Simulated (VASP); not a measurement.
Mo, 3 atoms in the cell. It takes space group P6/mmm (No. 191, hexagonal). Conventional cell: a = 4.681 Å, b = 4.681 Å, c = 2.569 Å, α = 90.00°, β = 90.00°, γ = 120.00°. Within 3.4 Å of Mo (site symmetry 6/mmm) lie 14 Mo at 2.57 to 2.99 Å. Mo (site symmetry -6m2) has 11 Mo at 2.57 to 2.99 Å within 3.4 Å. This isn't the form of Mo at room conditions, which is bcc.

- Program: VASP 6.6.1
- Task: single point
- Functional: PBEsol
- Potentials or basis: VASP PAW PBE potentials, release 64 (Mo_sv)
- Cutoff: 520 eV
- k mesh: 9 × 9 × 14
- Occupations: fermi-dirac, width 0.1 eV
- Spin: no spin polarisation
- Dipole correction: no
- Further INCAR settings: ALGO = Normal; EDIFF = 1e-07; NBANDS = 28

Potentials or basis: VASP PAW PBE potentials, release 64 (Mo_sv).

The run is started by

```console
$ cat potpaw_PBE.64/Mo_sv/POTCAR > POTCAR
$ mpirun -np 1 vasp_std > vasp.out
```

Hardware: 1 thread of Intel Xeon 8259CL, with other jobs on the host.

Problem. Estimate the wall time of this run.

Solution. Run time: 2.5 min on 1 thread of Intel Xeon 8259CL, with other jobs on the host, peak memory 0.23 GiB. Counts: scf iterations 15, k points 96.
